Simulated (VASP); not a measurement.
Input of a VASP 6.6.1 run:

INCAR

```
SYSTEM = CO2
PREC     = Accurate       ! precision mode
ENCUT    = 1340           ! plane-wave cutoff, eV
EDIFF    = 1E-6           ! SCF threshold, eV
ISMEAR   = -1             ! smearing method
SIGMA    = 0.05           ! smearing width, eV
LREAL    = .False.        ! projectors in reciprocal space
LASPH    = .True.         ! aspherical terms in the spheres
NELM     = 120            ! most SCF steps
ALGO     = Normal         ! electronic algorithm
ISIF     = 2              ! what is computed and relaxed
LWAVE    = .False.        ! write WAVECAR
LCHARG   = .True.         ! write CHGCAR
GGA      = PS             ! functional
LELF     = .True.         ! ELF
LVHAR    = .True.       
NBANDS   = 25             ! bands
GGA_COMPAT= .False.
```

Contents of KPOINTS:

```
regular mesh
0
Gamma
  9 9 9
  0 0 0
```

File POSCAR:

```
CO2
1.0
   -1.9305593077      1.9305593077      2.9581318311
    1.9305593077     -1.9305593077      2.9581318311
    1.9305593077      1.9305593077     -2.9581318311
O C
4 2
Direct
    0.8750000000      0.9520917882      0.5770917882
    0.3750000000      0.2979082118      0.4229082118
    0.0479082118      0.6250000000      0.9229082118
    0.7020917882      0.1250000000      0.0770917882
    0.0000000000      0.0000000000      0.0000000000
    0.7500000000      0.2500000000      0.5000000000
```

Potentials or basis: VASP PAW PBE potentials, release 64 (O_h, C_h).

Launch:

```bash
$ cat potpaw_PBE.64/O_h/POTCAR potpaw_PBE.64/C_h/POTCAR > POTCAR
$ mpirun -np 1 vasp_std > vasp.out
```

What does it give for the band gap on the k mesh?

7.67 eV (least direct gap 8.03 eV).

What does it give for the largest force?

0.028 eV/Å.

Estimate the pressure.

5.0 GPa.

Forces on the atoms (eV/Å):
```
O   -0.028  0.000  0.000
O    0.028  0.000  0.000
O    0.000  0.028  0.000
O    0.000 -0.028  0.000
C    0.000  0.000  0.000
C    0.000  0.000  0.000
```

Caveat: the cell stands under pressure; the PAW data sets were made with another functional, which shifts forces and pressure a little. A k mesh can miss the band edges.
